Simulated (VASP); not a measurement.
A run of VASP 6.6.1:

The input INCAR:

```
PREC = Accurate
ENCUT = 520
EDIFF = 1E-6
ISMEAR = 0
SIGMA = 0.01
LREAL = F
LASPH = T
NELM = 80
ALGO = Normal
ISIF = 2
LWAVE = F
LCHARG = F
GGA = PS
NBANDS = 16
```

Contents of KPOINTS:

```
regular mesh
0
Gamma
  10 10 6
```

POSCAR

```
Si
1.0
    3.7992551942      0.0000000000      0.0000000000
   -1.8996275971      3.2902515136      0.0000000000
    0.0000000000      0.0000000000      6.2810052775
Si
4
Direct
    0.3333333333      0.6666666667      0.0630340572
    0.6666666667      0.3333333333      0.5630340572
    0.3333333333      0.6666666667      0.4369659428
    0.6666666667      0.3333333333      0.9369659428
```

Potentials or basis: VASP PAW PBE potentials, release 64 (Si).

Run with:

```sh
$ cat potpaw_PBE.64/Si/POTCAR > POTCAR
$ mpirun -np 1 vasp_std > vasp.out
```

Hardware: 1 thread of Intel(R) Xeon(R) 6975P-C (Granite Rapids), with other jobs on the host.

Problem. Estimate the wall time of this run.

Solution. Wall time 20 s on 1 thread of Intel(R) Xeon(R) 6975P-C (Granite Rapids) (shared host), peak memory 0.2 GiB. Counts: scf iterations 12, k points 56.
